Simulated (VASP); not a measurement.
Input of a VASP 6.6.1 run:

File POSCAR:

```
TePb
1.0
    0.0000000000      3.6414940692      3.6414940692
    3.6414940692      0.0000000000      3.6414940692
    3.6414940692      3.6414940692      0.0000000000
Pb Te
1 1
Direct
    0.0000000000      0.0000000000      0.0000000000
    0.2500000000      0.2500000000      0.2500000000
```

File INCAR.step1:

```
PREC     = Accurate       # precision mode
ENCUT    = 400            # plane-wave cutoff, eV
EDIFF    = 1E-5           # SCF threshold, eV
ISMEAR   = 0              # smearing method
SIGMA    = 0.01           # smearing width, eV
LREAL    = False          # projectors in reciprocal space
LASPH    = True           # aspherical terms in the spheres
NELM     = 120            # most SCF steps
ALGO     = Normal         # electronic algorithm
ISIF     = 2              # what is computed and relaxed
LWAVE    = True           # write WAVECAR
NBANDS   = 17             # bands
GGA      = PE             # functional
ISYM     = -1           
GGA_COMPAT= False        
KPAR     = 1
```

File INCAR.step2:

```
PREC     = Accurate       # precision mode
ENCUT    = 400            # plane-wave cutoff, eV
EDIFF    = 1E-6           # SCF threshold, eV
ISMEAR   = 0              # smearing method
SIGMA    = 0.01           # smearing width, eV
LREAL    = False          # projectors in reciprocal space
LASPH    = True           # aspherical terms in the spheres
NELM     = 120            # most SCF steps
ALGO     = Normal         # electronic algorithm
ISIF     = 2              # what is computed and relaxed
LWAVE    = False          # write WAVECAR
LCHARG   = True           # write CHGCAR
GGA      = PE             # functional
LHFCALC  = True           # exact exchange
HFSCREEN = 0.2079         # screening, 1/A
PRECFOCK = Normal       
LELF     = True           # ELF
LVHAR    = True         
NBANDS   = 17             # bands
ISTART   = 1            
ISYM     = -1           
GGA_COMPAT= False        
KPAR     = 1
```

Contents of KPOINTS:

```
explicit points
64
Reciprocal
  0.00000000   0.00000000   0.12500000 1
  0.00000000   0.00000000   0.37500000 1
  0.00000000   0.00000000   0.62500000 1
  0.00000000   0.00000000   0.87500000 1
  0.00000000   0.25000000   0.12500000 1
  0.00000000   0.25000000   0.37500000 1
  0.00000000   0.25000000   0.62500000 1
  0.00000000   0.25000000   0.87500000 1
  0.00000000   0.50000000   0.12500000 1
  0.00000000   0.50000000   0.37500000 1
  0.00000000   0.50000000   0.62500000 1
  0.00000000   0.50000000   0.87500000 1
  0.00000000   0.75000000   0.12500000 1
  0.00000000   0.75000000   0.37500000 1
  0.00000000   0.75000000   0.62500000 1
  0.00000000   0.75000000   0.87500000 1
  0.25000000   0.00000000   0.12500000 1
  0.25000000   0.00000000   0.37500000 1
  0.25000000   0.00000000   0.62500000 1
  0.25000000   0.00000000   0.87500000 1
  0.25000000   0.25000000   0.12500000 1
  0.25000000   0.25000000   0.37500000 1
  0.25000000   0.25000000   0.62500000 1
  0.25000000   0.25000000   0.87500000 1
  0.25000000   0.50000000   0.12500000 1
  0.25000000   0.50000000   0.37500000 1
  0.25000000   0.50000000   0.62500000 1
  0.25000000   0.50000000   0.87500000 1
  0.25000000   0.75000000   0.12500000 1
  0.25000000   0.75000000   0.37500000 1
  0.25000000   0.75000000   0.62500000 1
  0.25000000   0.75000000   0.87500000 1
  0.50000000   0.00000000   0.12500000 1
  0.50000000   0.00000000   0.37500000 1
  0.50000000   0.00000000   0.62500000 1
  0.50000000   0.00000000   0.87500000 1
  0.50000000   0.25000000   0.12500000 1
  0.50000000   0.25000000   0.37500000 1
  0.50000000   0.25000000   0.62500000 1
  0.50000000   0.25000000   0.87500000 1
  0.50000000   0.50000000   0.12500000 1
  0.50000000   0.50000000   0.37500000 1
  0.50000000   0.50000000   0.62500000 1
  0.50000000   0.50000000   0.87500000 1
  0.50000000   0.75000000   0.12500000 1
  0.50000000   0.75000000   0.37500000 1
  0.50000000   0.75000000   0.62500000 1
  0.50000000   0.75000000   0.87500000 1
  0.75000000   0.00000000   0.12500000 1
  0.75000000   0.00000000   0.37500000 1
  0.75000000   0.00000000   0.62500000 1
  0.75000000   0.00000000   0.87500000 1
  0.75000000   0.25000000   0.12500000 1
  0.75000000   0.25000000   0.37500000 1
  0.75000000   0.25000000   0.62500000 1
  0.75000000   0.25000000   0.87500000 1
  0.75000000   0.50000000   0.12500000 1
  0.75000000   0.50000000   0.37500000 1
  0.75000000   0.50000000   0.62500000 1
  0.75000000   0.50000000   0.87500000 1
  0.75000000   0.75000000   0.12500000 1
  0.75000000   0.75000000   0.37500000 1
  0.75000000   0.75000000   0.62500000 1
  0.75000000   0.75000000   0.87500000 1
```

Potentials or basis: VASP PAW PBE potentials, release 64 (Pb_d, Te).

Launch:

```console
$ cat potpaw_PBE.64/Pb_d/POTCAR potpaw_PBE.64/Te/POTCAR > POTCAR
$ cp INCAR.step1 INCAR
$ mpirun -np 4 vasp_std > vasp.out
$ cp INCAR.step2 INCAR
$ mpirun -np 4 vasp_std > vasp.out
```

(1) Predict the pressure.

(2) Estimate the band gap on the k mesh.

Results:

(1) -0.1 GPa.

(2) 1.50 eV (least direct gap 1.77 eV).

Caveat: the structure was generated, so it needn't be the stable form of TePb; the PAW data sets were made with another functional, which shifts forces and pressure a little; spin-orbit coupling is left out, which moves the levels of the heavy elements; a shifted mesh leaves out Γ, where band edges can lie.
